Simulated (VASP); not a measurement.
# Pt (Fd-3m) in VASP: a series of runs

Pt is run at these levels: PBEsol; tasks: single point.

Everything below comes from runs of VASP 6.6.1. Logs are shortened: lines on timing, memory, paths and dates and some standing lists are left out, and cuts for length are marked.

## 1. The cell of the first run

Symmetry: Fd-3m, No. 227, cubic system. Conventional cell: a = 5.537 Å, b = 5.537 Å, c = 5.537 Å, α = 90.00°, β = 90.00°, γ = 90.00°. Pt (site symmetry -43m) has 4 Pt at 2.40 Å within 3.2 Å.

This isn't the form of Pt at room conditions, which is fcc.

## 2. Single point, PBEsol (21.22 Å³/atom)

The input, INCAR:

```
SYSTEM = Pt
PREC     = Accurate       ! precision mode
ENCUT    = 520            ! plane-wave cutoff, eV
EDIFF    = 1E-6           ! SCF threshold, eV
ISMEAR   = -1             ! smearing method
SIGMA    = 0.1            ! smearing width, eV
LREAL    = .False.        ! projectors in reciprocal space
LASPH    = .True.         ! aspherical terms in the spheres
NELM     = 80             ! most SCF steps
ALGO     = Normal         ! electronic algorithm
ISIF     = 2              ! what is computed and relaxed
LWAVE    = .False.        ! write WAVECAR
LCHARG   = .False.        ! write CHGCAR
GGA      = PS             ! functional
NBANDS   = 17             ! bands
```

The input, KPOINTS:

```
Automatic mesh
0
Gamma
  11 11 11
  0 0 0
```

The input, POSCAR:

```
Pt
1.0
    0.0000000000      2.7684906266      2.7684906266
    2.7684906266      0.0000000000      2.7684906266
    2.7684906266      2.7684906266      0.0000000000
Pt
2
Direct
    0.1250000000      0.1250000000      0.1250000000
    0.8750000000      0.8750000000      0.8750000000
```

Potentials or basis: VASP PAW PBE potentials, release 64 (Pt).

Launch:

```sh
$ cat potpaw_PBE.64/Pt/POTCAR > POTCAR
$ mpirun -np 1 vasp_std > vasp.out
```

OUTCAR:

```text
SYSTEM = Pt
   PREC = Accurate
   ENCUT = 520
   EDIFF = 1E-6
   ISMEAR = -1
   LREAL = .False.
   LASPH = .True.
   NELM = 80
   ISIF = 2
   GGA = PS

 ion  position               nearest neighbor table
   1  0.125  0.125  0.125-   2 2.40   2 2.40   2 2.40   2 2.40
   2  0.875  0.875  0.875-   1 2.40   1 2.40   1 2.40   1 2.40

  LATTYP: Found a face centered cubic cell.
 ALAT       =     5.5369812532

  Lattice vectors:

 A1 = (   0.0000000000,   2.7684906266,   2.7684906266)
 A2 = (   2.7684906266,   0.0000000000,   2.7684906266)
 A3 = (   2.7684906266,   2.7684906266,   0.0000000000)

Analysis of symmetry for initial positions (statically):
=====================================================================
 Subroutine PRICEL returns:
 Original cell was already a primitive cell.

 Routine SETGRP: Setting up the symmetry group for a
 face centered cubic supercell.

 Subroutine GETGRP returns: Found 48 space group operations
 (whereof 12 operations were pure point group operations)
 out of a pool of 48 trial point group operations.

The static configuration has the point symmetry D_3d.
 The point group associated with its full space group is O_h .

Analysis of symmetry for dynamics (positions and initial velocities):
=====================================================================
 Subroutine PRICEL returns:
 Original cell was already a primitive cell.

 Routine SETGRP: Setting up the symmetry group for a
 face centered cubic supercell.

 Subroutine GETGRP returns: Found 48 space group operations
 (whereof 12 operations were pure point group operations)
 out of a pool of 48 trial point group operations.

The dynamic configuration has the point symmetry D_3d.
 The point group associated with its full space group is O_h .

 Subroutine INISYM returns: Found 48 space group operations
 (whereof 12 operations are pure point group operations),
 and found     1 'primitive' translations

----------------------------------------------------------------------------------------

                                     Primitive cell

  volume of cell :      42.4384

  direct lattice vectors                    reciprocal lattice vectors
     0.000000000  2.768490627  2.768490627    -0.180603826  0.180603826  0.180603826
     2.768490627  0.000000000  2.768490627     0.180603826 -0.180603826  0.180603826
     2.768490627  2.768490627  0.000000000     0.180603826  0.180603826 -0.180603826

  length of vectors
     3.915236991  3.915236991  3.915236991     0.312815003  0.312815003  0.312815003

  position of ions in fractional coordinates (direct lattice)
     0.125000000  0.125000000  0.125000000
     0.875000000  0.875000000  0.875000000

  ion indices of the primitive-cell ions
   primitive index   ion index
                 1           1
                 2           2

----------------------------------------------------------------------------------------

 KPOINTS: Automatic mesh

Automatic generation of k-mesh.
 Grid dimensions read from file:
 generate k-points for:   11   11   11

 Generating k-lattice:

  Cartesian coordinates                     Fractional coordinates (reciprocal lattice)
    -0.016418530  0.016418530  0.016418530     0.090909091  0.000000000  0.000000000
     0.016418530 -0.016418530  0.016418530     0.000000000  0.090909091  0.000000000
     0.016418530  0.016418530 -0.016418530     0.000000000  0.000000000  0.090909091

  Length of vectors
     0.028437728  0.028437728  0.028437728

  Shift w.r.t. Gamma in fractional coordinates (k-lattice)
     0.000000000  0.000000000  0.000000000

 Subroutine IBZKPT returns following result:
 ===========================================

 Found     56 irreducible k-points:

 Following reciprocal coordinates:
            Coordinates               Weight
  0.000000  0.000000  0.000000      1.000000
  0.090909  0.000000  0.000000      8.000000
  0.181818  0.000000  0.000000      8.000000
  0.272727  0.000000  0.000000      8.000000
  0.363636  0.000000  0.000000      8.000000
  0.454545  0.000000  0.000000      8.000000
[... 16 lines left out ...]
 -0.272727  0.181818  0.000000     24.000000
 -0.181818  0.181818  0.000000     12.000000
 [... further k-points ...]
   k-points           NKPTS =     56   k-points in BZ     NKDIM =     56   number of bands    NBANDS=     17
   number of dos      NEDOS =    301   number of ions     NIONS =      2
   total plane-waves  NPLWV =  27000
   dimension x,y,z NGX =    30 NGY =   30 NGZ =   30
   dimension x,y,z NGXF=    60 NGYF=   60 NGZF=   60
   ions per type =               2
   NGX,Y,Z   is equivalent  to a cutoff of  12.74, 12.74, 12.74 a.u.
   NGXF,Y,Z  is equivalent  to a cutoff of  25.48, 25.48, 25.48 a.u.
 SYSTEM =  Pt
   PREC   = accura    normal or accurate (medium, high low for compatibility)
   ISTART =      0    job   : 0-new  1-cont  2-samecut
   ICHARG =      2    charge: 1-file 2-atom 10-const
   ISPIN  =      1    spin polarized calculation?
   LNONCOLLINEAR =      F non collinear calculations
   LSORBIT =      F    spin-orbit coupling
   LASPH  =      T    aspherical Exc in radial PAW
   ENCUT  =  520.0 eV  38.22 Ry    6.18 a.u.   7.28  7.28  7.28*2*pi/ulx,y,z
   NELM   =     80;   NELMIN=  2; NELMDL= -5     # of ELM steps
   EDIFF  = 0.1E-05   stopping-criterion for ELM
   LREAL  =      F    real-space projection
   EDIFFG = 0.1E-04   stopping-criterion for IOM
   NSW    =      0    number of steps for IOM
   IBRION =     -1    ionic relax: 0-MD 1-quasi-New 2-CG
   NFREE  =      0    steps in history (QN), initial steepest desc. (CG)
   ISIF   =      2    stress and relaxation
   ISYM   =      2    0-nonsym 1-usesym 2-fastsym
   POTIM  = 0.5000    time-step for ionic-motion
   TEBEG  =    0.0;   TEEND  =   0.0 temperature during run
   PSTRESS=    0.0 pullay stress
   NELECT =      20.0000    total number of electrons
   NUPDOWN=      -1.0000    fix difference up-down
   EMIN   =  10.00;   EMAX   =-10.00  energy-range for DOS
   EFERMI =   0.00;   METHOD = LEGACY
   ISMEAR =    -1;   SIGMA  =   0.10  broadening in eV -4-tet -1-fermi 0-gaus
   EFERMI_NEDOS =   21; number of points for ismear=-14 and -15
   IALGO  =     38    algorithm
   IMIX   =      4    mixing-type and parameters
     AMIX     =   0.40;   BMIX     =  1.00
     AMIX_MAG =   1.60;   BMIX_MAG =  1.00
  volume/ion in A,a.u.               =      21.22       143.19
  Fermi-wavevector in a.u.,A,eV,Ry     =   1.273987  2.407487 22.082850  1.623044
  Thomas-Fermi vector in A             =   2.406780
   LORBIT       =      0    0 simple, 1 ext, 2 COOP (PROOUT), +10 PAW based schemes
   GGA     = PS    functional components
   LHFCALC =     F    Hartree Fock is set to
   AEXX    =    0.0000 exact exchange contribution
   IVDW    =     0    specifies the selected vdW correction
   LEPSILON=     F    determine dielectric tensor
   LRPA    =     F    only Hartree local field effects (RPA)
 non-spin polarized calculation
  energy-cutoff  :      520.00
  volume of cell :       42.44
 maximum number of plane-waves:      1159
 NGX is ok and might be reduce to    30
   NGX = 15   NGY = 15   NGZ = 15

 number of electron      20.0000003 magnetization

 Free energy of the ion-electron system (eV)
  ---------------------------------------------------
  ext. energy  EPLUGINS =         0.00000000
  ---------------------------------------------------
  free energy    TOTEN  =       -11.31382038 eV

  energy without entropy =      -11.18443401  energy(sigma->0) =      -11.24912719

 E-fermi :   6.5317     XC(G=0): -11.3033

 val. band max:        6.5184293959   @ k =  -0.3636   0.4545   0.0909
 cond. band min:       6.5321488713   @ k =  -0.3636   0.3636   0.0909
 fundamental gap:      0.0137194754
 Fermi energy:         6.5316553002

 k-point     1 :       0.0000    0.0000    0.0000
  band No.  band energies     occupation
      1      -1.5084      2.00000
      2       1.1742      2.00000
      3       1.1742      2.00000
      4       1.4455      2.00000
      5       1.4455      2.00000
      6       1.4455      2.00000
[... 9 lines left out ...]
     16      18.9672      0.00000
     17      19.9890      0.00000

 k-point     2 :       0.0909    0.0000    0.0000
  band No.  band energies     occupation
      1      -1.3696      2.00000
      2       1.0592      2.00000
      3       1.0592      2.00000
      4       1.4313      2.00000
      5       1.6085      2.00000
      6       1.6085      2.00000
[... 9 lines left out ...]
     16      18.5002      0.00000
     17      19.9162      0.00000

 k-point     3 :       0.1818    0.0000    0.0000
  band No.  band energies     occupation
      1      -0.9772      2.00000
      2       0.9526      2.00000
      3       0.9526      2.00000
      4       1.3958      2.00000
      5       1.8190      2.00000
      6       1.8190      2.00000
[... 9 lines left out ...]
     16      19.0786      0.00000
     17      20.0204      0.00000

 k-point     4 :       0.2727    0.0000    0.0000
  band No.  band energies     occupation
      1      -0.4172      2.00000
      2       0.9464      2.00000
      3       0.9464      2.00000
      4       1.3509      2.00000
      5       1.8924      2.00000
      6       1.8924      2.00000
[... 9 lines left out ...]
     16      19.3677      0.00000
     17      20.1640      0.00000
[... 343 lines left out ...]
      1       0.5893      2.00000
      2       0.8769      2.00000
      3       0.9099      2.00000
      4       1.3933      2.00000
      5       1.7081      2.00000
      6       2.3704      2.00000
[... 9 lines left out ...]
     16      20.1299      0.00000
     17      21.4644      0.00000

 k-point    23 :      -0.2727    0.1818    0.0000
  band No.  band energies     occupation
      1       0.2980      2.00000
      2       0.7403      2.00000
      3       0.9907      2.00000
      4       1.4518      2.00000
      5       1.5710      2.00000
      6       2.4965      2.00000
[... 9 lines left out ...]
     16      19.7104      0.00000
     17      20.9996      0.00000

 k-point    24 :      -0.1818    0.1818    0.0000
  band No.  band energies     occupation
      1      -0.2123      2.00000
      2       0.6989      2.00000
      3       1.1784      2.00000
      4       1.2642      2.00000
      5       1.6714      2.00000
      6       2.3782      2.00000
[... 9 lines left out ...]
     16      19.1576      0.00000
     17      20.4028      0.00000

 [... further k-points ...]
[... 5 lines left out ...]
  --------------------------------------------------------------------------------------
  -------------------------------------------------------------------------------------
  Total        3.4995434      3.4995434      3.4995434      0.0000000      0.0000000     -0.0000000
  in kB      132.1182463    132.1182463    132.1182463      0.0000000      0.0000000     -0.0000000
  external PRESSURE =     132.1182463 kB  Pullay stress =       0.0000000 kB

 VOLUME and BASIS-vectors are now :
 -----------------------------------------------------------------------------
  energy-cutoff  :      520.00
  volume of cell :       42.44
      direct lattice vectors                 reciprocal lattice vectors
     0.000000000  2.768490627  2.768490627    -0.180603826  0.180603826  0.180603826
     2.768490627  0.000000000  2.768490627     0.180603826 -0.180603826  0.180603826
     2.768490627  2.768490627  0.000000000     0.180603826  0.180603826 -0.180603826

 POSITION                                       TOTAL-FORCE (eV/Angst)
 -----------------------------------------------------------------------------------
      0.69212      0.69212      0.69212        -0.000000      0.000000      0.000000
      4.84486      4.84486      4.84486         0.000000     -0.000000     -0.000000
 -----------------------------------------------------------------------------------
    total drift:                               -0.000000      0.000000      0.000000

  FREE ENERGIE OF THE ION-ELECTRON SYSTEM (eV)
  ---------------------------------------------------
  free  energy   TOTEN  =       -11.3138203757 eV

  energy  without entropy=      -11.1844340092  energy(sigma->0) =      -11.24912719
```

Run time: 53 s. Hardware: 1 thread of AMD EPYC 7R13, shared host; peak memory 0.16 GiB.

What came out:

```yaml
Free_energy: -11.3138 eV
Pressure: 13.2 GPa
Band_gap_on_the_k_mesh: zero (bands 10 and 11 overlap by 0.71 eV)
```

Caveat: the cell stands under pressure; the PAW data sets were made with another functional, which shifts forces and pressure a little; spin-orbit coupling is left out, which moves the levels of the heavy elements.

[end of part 1 of 2]
